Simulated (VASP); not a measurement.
Wanted: the native input for a VASP 6.6.1 run.

* Task: single point
* Functional: PBE
* Potentials or basis: VASP PAW PBE potentials, release 64 (Pd)
* Cutoff: 520 eV
* k mesh: 20 × 20 × 20
* Occupations: gaussian, width 0.15 eV
* Spin: no spin polarisation
* Dipole correction: no
* Further INCAR settings: ALGO = Fast; EDIFF = 1e-06; NBANDS = 11

The structure of Pd lies in POSCAR:

```
Pd
1.0
    0.0000000000      1.8962775000      1.8962775000
    1.8962775000      0.0000000000      1.8962775000
    1.8962775000      1.8962775000      0.0000000000
Pd
1
Direct
    0.0000000000      0.0000000000      0.0000000000
```

This cell differs from its parent crystal: strain -0.025 along x and y, -0.025 along z.

The input as run:

INCAR

```
SYSTEM = Pd
PREC = Accurate
ENCUT = 520
EDIFF = 1E-6
ISMEAR = 0
SIGMA = 0.15
LREAL = .FALSE.
LASPH = .TRUE.
NELM = 80
ALGO = Fast
ISIF = 2
LWAVE = .FALSE.
LCHARG = .FALSE.
GGA = PE
NBANDS = 11
```

KPOINTS

```
regular mesh
0
G
  20 20 20
  0 0 0
```

Potentials or basis: VASP PAW PBE potentials, release 64 (Pd).

Command:

```bash
$ cat potpaw_PBE.64/Pd/POTCAR > POTCAR
$ mpirun -np 1 vasp_std > vasp.out
```

It gave:

```yaml
Pressure: 26.5 GPa
Band_gap_on_the_k_mesh: zero (band 5 reaches 11.51 eV, above the bottom of band 6 at 9.69 eV)
```

Caveat: the cell differs from its parent crystal (strain -0.025 along x and y, -0.025 along z).

Run time: 14 s on 1 thread of Intel(R) Xeon(R) 6975P-C (Granite Rapids) (shared host), peak memory 0.15 GiB.
